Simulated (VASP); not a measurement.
## Au: single point with LDA

Crystal: Au.

```
CELL_PARAMETERS angstrom
-1.69630 1.69630 1.69630
1.69630 -1.69630 1.69630
1.69630 1.69630 -1.69630
ATOMIC_POSITIONS crystal
Au 0.00000 0.00000 0.00000
```

This isn't the form of Au at room conditions, which is fcc.

- Program: VASP 6.6.1
- Task: single point
- Functional: LDA
- Potentials or basis: VASP PAW LDA potentials, release 64 (Au)
- Cutoff: 520 eV
- k mesh: 18 × 18 × 18
- Occupations: fermi-dirac, width 0.05 eV
- Spin: no spin polarisation

- Pressure: -19.1 GPa
- Band gap on the k mesh: zero (an odd number of electrons rules out a gap without spin polarisation)

Levels at points of the mesh, in eV from the Fermi level:
```tsv
k point	band 1	band 2	band 3	band 4	band 5	band 6	band 7	band 8	band 9	band 10
(0.00, 0.00, 0.00)	-8.61	-4.25	-4.25	-4.25	-2.68	-2.68	16.33	16.33	16.33	21.76
(0.50, 0.00, 0.00)	-6.19	-5.12	-2.81	-2.53	-1.48	-0.17	2.76	12.14	12.81	19.88
(0.50, 0.50, 0.50)	-5.77	-5.77	-1.78	-1.78	-1.78	6.03	6.03	6.03	8.07	14.61
```

It took 23 s on 1 thread of AMD EPYC 9R45 96-Core Processor (Zen 5) (shared host), peak memory 0.13 GiB.

Caveat: the cell stands under tension; spin-orbit coupling is left out, which moves the levels of the heavy elements.
